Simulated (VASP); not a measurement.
LiH: single point with PBE0

The system is LiH.

```
Li H
1.0
     3.25482    0.00000    0.00000
    -1.62741    2.81876    0.00000
     0.00000    0.00000    4.06907
Li H
2 2
Direct
  0.33333 0.66667 0.25000
  0.66667 0.33333 0.75000
  0.66667 0.33333 0.25000
  0.33333 0.66667 0.75000
```

* Program: VASP 6.6.1
* Task: single point
* Functional: PBE0
* Potentials or basis: VASP PAW PBE potentials, release 64 (Li_sv, H)
* Cutoff: 520 eV
* k mesh: 6 × 6 × 4
* Occupations: gaussian, width 0.01 eV
* Spin: no spin polarisation
* Dipole correction: no
* Grid for exact exchange (PRECFOCK): Normal
* Further INCAR settings: ALGO = Normal; EDIFF = 1e-06; NBANDS = 12
* Share of exact exchange: 0.25

The band gap on the k mesh is 3.45 eV (least direct gap 4.79 eV).

Levels at points of the mesh, in eV from the valence-band top:
```csv
k point,band 2,band 3,band 4,band 5,band 6,band 7
"(0.00, 0.00, 0.00)",-47.62,-5.88,0.00,4.79,12.83,12.83
"(0.50, 0.00, 0.00)",-47.63,-3.12,-2.18,6.20,8.73,9.30
"(0.00, 0.00, 0.50)",-47.65,-4.15,-4.15,11.66,11.66,14.91
"(0.50, 0.00, 0.50)",-47.64,-2.66,-2.66,6.02,6.02,11.56
```

It took 2.1 min on 1 thread of Intel(R) Xeon(R) 6975P-C (Granite Rapids), with other jobs on the host, peak memory 0.15 GiB.

 A k mesh can miss the band edges.
